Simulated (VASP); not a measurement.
# C: single point with PBEsol

C, a slab with vacuum:

```
C
1.0
     2.51292    0.00000    0.00000
     0.00000    3.55381    0.00000
     0.00000    0.00000   16.00000
C
2
Direct
  0.75000 0.12500 0.50000
  0.25000 0.87500 0.50000
```

```yaml
Program: VASP 6.6.1
Task: single point
Functional: PBEsol
Potentials_or_basis: VASP PAW PBE potentials, release 64 (C)
Cutoff: 520 eV
k_mesh: 12 × 9 × 1
Occupations: fermi-dirac, width 0.02 eV
Spin: no spin polarisation
Dipole_correction: yes
Further_INCAR_settings: ALGO = Normal; EDIFF = 1e-06; NBANDS = 11
```

```
Largest force          : 8.331 eV/Å
Band gap on the k mesh : zero (band 4 reaches -4.95 eV, above the bottom of band 5 at -5.18 eV)
```

Forces on the atoms (eV/Å):
```
C    0.000 -8.331  0.000
C    0.000  8.331  0.000
```

Levels at points of the mesh, in eV from the Fermi level:
```tsv
k point	band 2	band 3	band 4	band 5	band 6	band 7
(0.00, 0.00, 0.00)	-3.43	-2.94	-1.87	-0.21	5.71	6.15
(0.50, 0.00, 0.00)	-10.42	-0.28	-0.28	1.21	1.21	9.68
```

Wall time 33 s on 1 thread of AMD EPYC 9R45 96-Core Processor (Zen 5) (shared host), peak memory 0.21 GiB.

Caveat: the PAW data sets were made with another functional, which shifts forces and pressure a little.
